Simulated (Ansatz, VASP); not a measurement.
# One calculation of CdHg2Se3, two programs

```
Cd Hg Se
1.0
    -3.67856   -2.38859    0.00348
    -3.65690    7.13113   -0.00231
     1.01919    0.00779  -10.01543
Cd Hg Se
2 4 6
Direct
  0.18072 0.81922 0.50029
  0.68053 0.31938 0.50025
  0.63561 0.64040 0.17078
  0.13506 0.14025 0.17095
  0.22267 0.50146 0.82941
  0.72323 0.00160 0.82928
  0.71400 0.76781 0.65365
  0.21369 0.26786 0.65361
  0.99001 0.52734 0.34614
  0.48990 0.02736 0.34622
  0.25727 0.74368 0.99971
  0.75731 0.24365 0.99969
```

Change from the starting cell: cell x2, atoms moved at random (sigma 0.15 Å) and cell strained at random (1.5 %), then relaxed without symmetry.

Alike in both runs: functional PBE; k mesh 4 × 2 × 2; occupations gaussian, width 0.1 eV; no spin polarisation.

Ansatz relaxed the structure, and its values are those at the end. VASP's run is a single point on that final structure, the one shown.

```csv
,VASP,Ansatz
version,VASP 6.6.1,Ansatz 0.2.0
potentials or method,"VASP PAW PBE potentials, release 64 (Cd, Hg, Se), cutoff 520 eV","scalar-relativistic, plane waves, PAW"
valence electrons in the cell,108,216
```

|  | VASP | Ansatz | Ansatz less VASP |
| --- | --- | --- | --- |
| gap on the k mesh at the Fermi level (eV) | 0.97 | 0.98 | +0.007 |
| least direct gap on the mesh (eV) | 0.99 | 1.00 | +0.007 |
| pressure (GPa) | 0.3 | 0.0 | -0.27 |
| rms of the force components (eV/Å) | 0.027 | 0.004 | -0.0230 |

The functional is the same, so the differences come from potentials, cutoffs and numerics. VASP's potentials hold 108 valence electrons a cell and Ansatz's 216, so a difference there can come from the potentials and not from the codes.

Neither program's run includes spin-orbit coupling.
